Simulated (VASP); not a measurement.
## TiAl: single point with PBEsol

Crystal: TiAl.

```xyz
2
Lattice="3.1561 0.0000 0.0000 0.0000 3.3874 0.0000 0.0000 0.0000 3.1561" Properties=species:S:1:pos:R:3 pbc="T T T"
Ti    0.0000    0.0000    0.0000
Al    1.5780    1.6937    1.5780
```

This cell differs from its parent crystal: normal strain along x +0.0000, normal strain along y +0.0733.

* Program: VASP 6.6.1
* Task: single point
* Functional: PBEsol
* Potentials or basis: VASP PAW PBE potentials, release 64 (Ti_sv, Al)
* Cutoff: 520 eV
* k mesh: 14 × 14 × 14
* Occupations: gaussian, width 0.15 eV
* Spin: no spin polarisation

```
Pressure               : -7.1 GPa
Band gap on the k mesh : zero (an odd number of electrons rules out a gap without spin polarisation)
```

Stress tensor (GPa, compression positive):
```
-8.85  0.00  0.00
 0.00 -3.68  0.00
 0.00  0.00 -8.85
```

Levels at points of the mesh, in eV from the Fermi level:
```csv
k point,band 3,band 4,band 5,band 6,band 7,band 8,band 9,band 10,band 11,band 12
"(0.00, 0.00, 0.00)",-32.99,-32.99,-9.00,-1.38,-1.20,1.64,1.64,1.95,3.06,4.87
"(0.50, 0.00, 0.00)",-33.06,-32.97,-5.68,-4.95,-0.42,-0.32,0.44,1.86,3.10,6.40
"(0.00, 0.50, 0.00)",-32.98,-32.98,-6.31,-5.10,-0.56,0.40,0.40,2.07,2.35,6.61
"(0.50, 0.50, 0.00)",-33.14,-32.97,-4.96,-2.31,-1.94,-1.42,0.82,0.95,2.44,4.32
"(0.50, 0.00, 0.50)",-33.14,-33.04,-4.52,-1.79,-1.79,-1.26,0.39,0.39,2.82,4.52
"(0.50, 0.50, 0.50)",-33.13,-33.12,-2.89,-2.89,-2.87,0.46,2.50,2.67,2.85,2.93
```

Run time: 33 s on 1 thread of Intel(R) Xeon(R) 6975P-C (Granite Rapids) (shared host), peak memory 0.25 GiB.

Caveat: the cell differs from its parent crystal (normal strain along x +0.0000, normal strain along y +0.0733); the cell stands under tension; the PAW data sets were made with another functional, which shifts forces and pressure a little.
